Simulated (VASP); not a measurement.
Here is a VASP 6.6.1 calculation.

Contents of INCAR:

```
SYSTEM = Si
PREC = Accurate ; ENCUT = 520
EDIFF = 1E-7 ; ISMEAR = 0
SIGMA = 0.03 ; LREAL = .False.
LASPH = .True. ; NELM = 80
ALGO = Normal ; ISIF = 2
LWAVE = .False. ; LCHARG = .True.
GGA = PS ; LELF = .True.
LVHAR = .True. ; NBANDS = 16
```

Contents of KPOINTS:

```
Automatic mesh
0
Gamma
  10 10 10
  0 0 0
```

POSCAR

```
Si
1.0
   -3.4771679391      3.4771679391      1.9186812134
    3.4771679391     -3.4771679391      1.9186812134
    3.1672078103      3.1672078103     -1.9186812134
Si
4
Direct
    0.1787304307      0.1787304307      0.3574608614
    0.8212695693      0.8212695693      0.6425391386
    0.1787304307      0.8212695693      0.0000000000
    0.8212695693      0.1787304307      0.0000000000
```

Potentials or basis: VASP PAW PBE potentials, release 64 (Si).

Command:

```console
$ cat potpaw_PBE.64/Si/POTCAR > POTCAR
$ mpirun -np 1 vasp_std > vasp.out
```

What does it give for the pressure?

-0.1 GPa.

Estimate the largest force.

0.379 eV/Å.

Estimate the band gap on the k mesh.

zero (bands 8 and 9 overlap by 0.07 eV).

Stress tensor (GPa, compression positive):
```
-0.34  3.13  0.00
 3.13 -0.34  0.00
 0.00  0.00  0.41
```

Caveat: semilocal functionals underestimate gaps, and a narrow one can read as zero; the PAW data sets were made with another functional, which shifts forces and pressure a little.
